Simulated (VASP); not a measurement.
# BaTe (Fm-3m) in VASP: single point with LDA

Aim: the single point of BaTe with LDA.

All numbers are computed with VASP 6.6.1; they aren't measurements. Logs are shortened: lines on timing, memory, paths and dates and some standing lists are left out, and cuts for length are marked.

**1. The cell of the first run**

The structure is cubic, space group Fm-3m (No. 225). Conventional cell: a = 6.820 Å, b = 6.820 Å, c = 6.820 Å, α = 90.00°, β = 90.00°, γ = 90.00°. Within 4.5 Å of Ba (site symmetry m-3m) lie 6 Te at 3.41 Å. Te (site symmetry m-3m) has 6 Ba at 3.41 Å within 4.5 Å.

**2. Single point, LDA**

INCAR

```
SYSTEM = BaTe
PREC = Accurate
ENCUT = 500
EDIFF = 1E-6
ISMEAR = 0
SIGMA = 0.1
LREAL = .False.
LASPH = .True.
NELM = 120
ALGO = Normal
ISIF = 2
LWAVE = .False.
LCHARG = .False.
NBANDS = 15
GGA_COMPAT = .False.
```

KPOINTS

```
regular mesh
0
Gamma
  4 4 4
  0 0 0
```

POSCAR

```
BaTe
1.0
    0.0000000000      3.4100000000      3.4100000000
    3.4100000000      0.0000000000      3.4100000000
    3.4100000000      3.4100000000      0.0000000000
Ba Te
1 1
Direct
    0.0000000000      0.0000000000      0.0000000000
    0.5000000000      0.5000000000      0.5000000000
```

Potentials or basis: VASP PAW LDA potentials, release 64 (Ba_sv, Te).

Started as:

```sh
$ cat potpaw_LDA.64/Ba_sv/POTCAR potpaw_LDA.64/Te/POTCAR > POTCAR
$ mpirun -np 1 vasp_std > vasp.out
```

OUTCAR:

```text
SYSTEM = BaTe
   PREC = Accurate
   ENCUT = 500
   EDIFF = 1E-6
   ISMEAR = 0
   LREAL = .False.
   LASPH = .True.
   NELM = 120
   ISIF = 2

 ion  position               nearest neighbor table
   1  0.000  0.000  0.000-   2 3.41   2 3.41   2 3.41   2 3.41   2 3.41   2 3.41
   2  0.500  0.500  0.500-   1 3.41   1 3.41   1 3.41   1 3.41   1 3.41   1 3.41

  LATTYP: Found a face centered cubic cell.
 ALAT       =     6.8200000000

  Lattice vectors:

 A1 = (   0.0000000000,   3.4100000000,   3.4100000000)
 A2 = (   3.4100000000,   0.0000000000,   3.4100000000)
 A3 = (   3.4100000000,   3.4100000000,   0.0000000000)

Analysis of symmetry for initial positions (statically):
=====================================================================
 Subroutine PRICEL returns:
 Original cell was already a primitive cell.

 Routine SETGRP: Setting up the symmetry group for a
 face centered cubic supercell.

 Subroutine GETGRP returns: Found 48 space group operations
 (whereof 48 operations were pure point group operations)
 out of a pool of 48 trial point group operations.

The static configuration has the point symmetry O_h .

Analysis of symmetry for dynamics (positions and initial velocities):
=====================================================================
 Subroutine PRICEL returns:
 Original cell was already a primitive cell.

 Routine SETGRP: Setting up the symmetry group for a
 face centered cubic supercell.

 Subroutine GETGRP returns: Found 48 space group operations
 (whereof 48 operations were pure point group operations)
 out of a pool of 48 trial point group operations.

The dynamic configuration has the point symmetry O_h .

 Subroutine INISYM returns: Found 48 space group operations
 (whereof 48 operations are pure point group operations),
 and found     1 'primitive' translations

----------------------------------------------------------------------------------------

                                     Primitive cell

  volume of cell :      79.3036

  direct lattice vectors                    reciprocal lattice vectors
     0.000000000  3.410000000  3.410000000    -0.146627566  0.146627566  0.146627566
     3.410000000  0.000000000  3.410000000     0.146627566 -0.146627566  0.146627566
     3.410000000  3.410000000  0.000000000     0.146627566  0.146627566 -0.146627566

  length of vectors
     4.822468248  4.822468248  4.822468248     0.253966394  0.253966394  0.253966394

  position of ions in fractional coordinates (direct lattice)
     0.000000000  0.000000000  0.000000000
     0.500000000  0.500000000  0.500000000

  ion indices of the primitive-cell ions
   primitive index   ion index
                 1           1
                 2           2

----------------------------------------------------------------------------------------

 KPOINTS: regular mesh

Automatic generation of k-mesh.
 Grid dimensions read from file:
 generate k-points for:    4    4    4

 Generating k-lattice:

  Cartesian coordinates                     Fractional coordinates (reciprocal lattice)
    -0.036656891  0.036656891  0.036656891     0.250000000  0.000000000  0.000000000
     0.036656891 -0.036656891  0.036656891     0.000000000  0.250000000  0.000000000
     0.036656891  0.036656891 -0.036656891     0.000000000  0.000000000  0.250000000

  Length of vectors
     0.063491599  0.063491599  0.063491599

  Shift w.r.t. Gamma in fractional coordinates (k-lattice)
     0.000000000  0.000000000  0.000000000

 Subroutine IBZKPT returns following result:
 ===========================================

 Found      8 irreducible k-points:

 Following reciprocal coordinates:
            Coordinates               Weight
  0.000000  0.000000  0.000000      1.000000
  0.250000  0.000000  0.000000      8.000000
  0.500000  0.000000  0.000000      4.000000
  0.250000  0.250000  0.000000      6.000000
  0.500000  0.250000  0.000000     24.000000
 -0.250000  0.250000  0.000000     12.000000
  0.500000  0.500000  0.000000      3.000000
 -0.250000  0.500000  0.250000      6.000000
   k-points           NKPTS =      8   k-points in BZ     NKDIM =      8   number of bands    NBANDS=     15
   number of dos      NEDOS =    301   number of ions     NIONS =      2
   total plane-waves  NPLWV =  46656
   dimension x,y,z NGX =    36 NGY =   36 NGZ =   36
   dimension x,y,z NGXF=    72 NGYF=   72 NGZF=   72
   ions per type =               1   1
   NGX,Y,Z   is equivalent  to a cutoff of  12.41, 12.41, 12.41 a.u.
   NGXF,Y,Z  is equivalent  to a cutoff of  24.82, 24.82, 24.82 a.u.
 SYSTEM =  BaTe
   PREC   = accura    normal or accurate (medium, high low for compatibility)
   ISTART =      0    job   : 0-new  1-cont  2-samecut
   ICHARG =      2    charge: 1-file 2-atom 10-const
   ISPIN  =      1    spin polarized calculation?
   LNONCOLLINEAR =      F non collinear calculations
   LSORBIT =      F    spin-orbit coupling
   LASPH  =      T    aspherical Exc in radial PAW
   ENCUT  =  500.0 eV  36.75 Ry    6.06 a.u.   8.79  8.79  8.79*2*pi/ulx,y,z
   NELM   =    120;   NELMIN=  2; NELMDL= -5     # of ELM steps
   EDIFF  = 0.1E-05   stopping-criterion for ELM
   LREAL  =      F    real-space projection
   EDIFFG = 0.1E-04   stopping-criterion for IOM
   NSW    =      0    number of steps for IOM
   IBRION =     -1    ionic relax: 0-MD 1-quasi-New 2-CG
   NFREE  =      0    steps in history (QN), initial steepest desc. (CG)
   ISIF   =      2    stress and relaxation
   ISYM   =      2    0-nonsym 1-usesym 2-fastsym
   POTIM  = 0.5000    time-step for ionic-motion
   TEBEG  =    0.0;   TEEND  =   0.0 temperature during run
   PSTRESS=    0.0 pullay stress
   NELECT =      16.0000    total number of electrons
   NUPDOWN=      -1.0000    fix difference up-down
   EMIN   =  10.00;   EMAX   =-10.00  energy-range for DOS
   EFERMI =   0.00;   METHOD = LEGACY
   ISMEAR =     0;   SIGMA  =   0.10  broadening in eV -4-tet -1-fermi 0-gaus
   EFERMI_NEDOS =   21; number of points for ismear=-14 and -15
   IALGO  =     38    algorithm
   IMIX   =      4    mixing-type and parameters
     AMIX     =   0.40;   BMIX     =  1.00
     AMIX_MAG =   1.60;   BMIX_MAG =  1.00
  volume/ion in A,a.u.               =      39.65       267.58
  Fermi-wavevector in a.u.,A,eV,Ry     =   0.960175  1.814468 12.543704  0.921936
  Thomas-Fermi vector in A             =   2.089436
   LORBIT       =      0    0 simple, 1 ext, 2 COOP (PROOUT), +10 PAW based schemes
   GGA     = CA    functional components
   LHFCALC =     F    Hartree Fock is set to
   AEXX    =    0.0000 exact exchange contribution
   IVDW    =     0    specifies the selected vdW correction
   LEPSILON=     F    determine dielectric tensor
   LRPA    =     F    only Hartree local field effects (RPA)
 non-spin polarized calculation
 Gauss-broadening in eV      SIGMA  =   0.10
  energy-cutoff  :      500.00
  volume of cell :       79.30
 maximum number of plane-waves:      2044
   NGX = 17   NGY = 17   NGZ = 17

 number of electron      16.0000000 magnetization

 Free energy of the ion-electron system (eV)
  ---------------------------------------------------
  ext. energy  EPLUGINS =         0.00000000
  ---------------------------------------------------
  free energy    TOTEN  =        -9.58712986 eV

  energy without entropy =       -9.58712986  energy(sigma->0) =       -9.58712986

 E-fermi :   3.1166     XC(G=0):  -8.8485

 val. band max:        2.6191349600   @ k =   0.0000   0.0000   0.0000
 cond. band min:       3.8141590305   @ k =   0.5000   0.5000   0.0000
 fundamental gap:      1.1950240705
 Fermi energy:         3.1166021971

 k-point     1 :       0.0000    0.0000    0.0000
  band No.  band energies     occupation
      1     -24.1609      2.00000
      2      -9.3512      2.00000
      3      -9.3512      2.00000
      4      -9.3512      2.00000
      5      -7.1680      2.00000
      6       2.6191      2.00000
      7       2.6191      2.00000
      8       2.6191      2.00000
      9       5.3573      0.00000
     10       5.3573      0.00000
     11       5.3573      0.00000
     12       5.6219      0.00000
     13       6.1140      0.00000
     14       6.1140      0.00000
     15       9.4435      0.00000

 k-point     2 :       0.2500    0.0000    0.0000
  band No.  band energies     occupation
      1     -24.1504      2.00000
      2      -9.7081      2.00000
      3      -9.3584      2.00000
      4      -9.3584      2.00000
      5      -6.6352      2.00000
      6       1.0742      2.00000
      7       1.8196      2.00000
      8       1.8196      2.00000
      9       5.6005      0.00000
     10       6.1436      0.00000
     11       6.1436      0.00000
     12       7.6771      0.00000
     13       7.8530      0.00000
     14       7.8530      0.00000
     15      11.0450      0.00000

 k-point     3 :       0.5000    0.0000    0.0000
  band No.  band energies     occupation
      1     -24.1398      2.00000
      2      -9.9776      2.00000
      3      -9.3654      2.00000
      4      -9.3654      2.00000
      5      -6.1623      2.00000
      6       0.0979      2.00000
      7       1.2971      2.00000
      8       1.2971      2.00000
      9       6.7917      0.00000
     10       7.4261      0.00000
     11       7.5374      0.00000
     12       7.5374      0.00000
     13       9.6721      0.00000
     14       9.6721      0.00000
     15      10.5479      0.00000
[... 55 lines left out ...]
 k-point     7 :       0.5000    0.5000    0.0000
  band No.  band energies     occupation
      1     -24.1329      2.00000
      2      -9.6508      2.00000
      3      -9.4704      2.00000
      4      -9.4704      2.00000
      5      -6.9398      2.00000
      6       1.4599      2.00000
      7       2.2378      2.00000
      8       2.2378      2.00000
      9       3.8142      0.00000
     10       7.1133      0.00000
     11       7.4257      0.00000
     12       8.4900      0.00000
     13       8.5063      0.00000
     14       8.5063      0.00000
     15      10.6262      0.00000

 k-point     8 :      -0.2500    0.5000    0.2500
  band No.  band energies     occupation
      1     -24.1328      2.00000
      2      -9.5876      2.00000
      3      -9.5612      2.00000
      4      -9.5612      2.00000
      5      -6.6337      2.00000
      6       1.1573      2.00000
      7       1.6115      2.00000
      8       1.6115      2.00000
      9       6.0278      0.00000
     10       6.0278      0.00000
     11       7.5578      0.00000
     12       7.9765      0.00000
     13       8.5206      0.00000
     14      11.1926      0.00000
     15      11.2724      0.00000

------------------------ aborting loop because EDIFF is reached ----------------------------------------

  FORCE on cell =-STRESS in cart. coord.  units (eV):
  Direction    XX          YY          ZZ          XY          YZ          ZX
  --------------------------------------------------------------------------------------
  -------------------------------------------------------------------------------------
  Total        0.6741109      0.6741109      0.6741109      0.0000000      0.0000000     -0.0000000
  in kB       13.6191132     13.6191132     13.6191132      0.0000000      0.0000000     -0.0000000
  external PRESSURE =      13.6191132 kB  Pullay stress =       0.0000000 kB

 VOLUME and BASIS-vectors are now :
 -----------------------------------------------------------------------------
  energy-cutoff  :      500.00
  volume of cell :       79.30
      direct lattice vectors                 reciprocal lattice vectors
     0.000000000  3.410000000  3.410000000    -0.146627566  0.146627566  0.146627566
     3.410000000  0.000000000  3.410000000     0.146627566 -0.146627566  0.146627566
     3.410000000  3.410000000  0.000000000     0.146627566  0.146627566 -0.146627566

 POSITION                                       TOTAL-FORCE (eV/Angst)
 -----------------------------------------------------------------------------------
      0.00000      0.00000      0.00000         0.000000      0.000000      0.000000
      3.41000      3.41000      3.41000        -0.000000     -0.000000     -0.000000
 -----------------------------------------------------------------------------------
    total drift:                                0.000000      0.000000      0.000000

  FREE ENERGIE OF THE ION-ELECTRON SYSTEM (eV)
  ---------------------------------------------------
  free  energy   TOTEN  =        -9.5871298575 eV

  energy  without entropy=       -9.5871298574  energy(sigma->0) =       -9.58712986
```

It took 9.5 s on 1 thread of Intel Xeon 8259CL, shared host; peak memory 0.17 GiB.

Results:

```yaml
Free_energy: -9.5871 eV
Pressure: 1.4 GPa
Band_gap_on_the_k_mesh: 1.20 eV, indirect (least direct gap 1.58 eV)
```

Levels at points of the mesh, in eV from the valence-band top:
| k point | band 6 | band 7 | band 8 | band 9 | band 10 | band 11 |
| --- | --- | --- | --- | --- | --- | --- |
| (0.00, 0.00, 0.00) | 0.00 | 0.00 | 0.00 | 2.74 | 2.74 | 2.74 |
| (0.50, 0.00, 0.00) | -2.52 | -1.32 | -1.32 | 4.17 | 4.81 | 4.92 |
| (0.50, 0.50, 0.00) | -1.16 | -0.38 | -0.38 | 1.20 | 4.49 | 4.81 |

Caveat: spin-orbit coupling is left out, which moves the levels of the heavy elements. LDA gaps usually lie below the measured ones, often by a third to a half.
